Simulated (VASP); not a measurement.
Set up this calculation in VASP 6.6.1, as the native input.

```
Task                   : relaxation of cell and atoms
Functional             : BLYP
Dispersion             : D3(BJ)
Potentials or basis    : VASP PAW PBE potentials, release 64 (Pt, Se)
Cutoff                 : 600 eV
k mesh                 : 8 × 8 × 5
Occupations            : fermi-dirac, width 0.05 eV
Spin                   : no spin polarisation
Dipole correction      : no
Further INCAR settings : ALGO = Normal; EDIFF = 1e-06; IBRION = 2; EDIFFG = -0.01; NSW = 60; ISIF = 3
```

The structure of PtSe2 (Sudovikovite) lies in POSCAR:

```
PtSe2
1.0
    3.7240000000      0.0000000000      0.0000000000
   -1.8620000000      3.2250786037      0.0000000000
    0.0000000000      0.0000000000      5.0620000000
Pt Se
1 2
Direct
    0.0000000000      0.0000000000      0.0000000000
    0.6666666667      0.3333333333      0.7500000000
    0.3333333333      0.6666666667      0.2500000000
```

One way to write it, as run:

INCAR

```
PREC = Accurate ; ENCUT = 600
EDIFF = 1E-6 ; ISMEAR = -1
SIGMA = 0.05 ; LREAL = False
LASPH = True ; NELM = 60
ALGO = Normal ; ISIF = 3
LWAVE = False ; LCHARG = False
GGA = B5 ; ALDAX = 1.0
AGGAX = 1.0 ; AGGAC = 1.0
ALDAC = 0.0 ; IVDW = 12
VDW_S6 = 1.0 ; VDW_S8 = 2.6996
VDW_A1 = 0.4298 ; VDW_A2 = 4.2359
IBRION = 2 ; NSW = 60
EDIFFG = -0.01
```

KPOINTS

```
Automatic mesh
0
Gamma
  8 8 5
```

Potentials or basis: VASP PAW PBE potentials, release 64 (Pt, Se).

The run is started by

```sh
$ cat potpaw_PBE.64/Pt/POTCAR potpaw_PBE.64/Se/POTCAR > POTCAR
$ mpirun -np 1 vasp_std > vasp.out
```

It gave:

```json
{
 "Relaxed volume": "20.09 Å³/atom",
 "Relaxed cell": "a = 3.793 Å, b = 3.793 Å, c = 4.838 Å, α = 90.00°, β = 90.00°, γ = 120.00°",
 "Space group after relaxing (to 0.05 Å)": "P-3m1 (No. 164)",
 "Energy gained by relaxing": "45.9 meV/atom",
 "Ionic steps": "22",
 "Pressure after relaxing": "0.0 GPa",
 "Band gap on the k mesh": "zero (band 11 reaches 7.68 eV, above the bottom of band 12 at 6.89 eV)",
 "Dispersion energy per atom": "-1.097 eV"
}
```

Caveat: the PAW data sets were made with another functional, which shifts forces and pressure a little; spin-orbit coupling is left out, which moves the levels of the heavy elements; pairwise dispersion overbinds metals, which lowers pressure and volume.

It took 6.9 min on 1 thread of Intel(R) Xeon(R) 6975P-C (Granite Rapids), with other jobs on the host, peak memory 0.23 GiB.
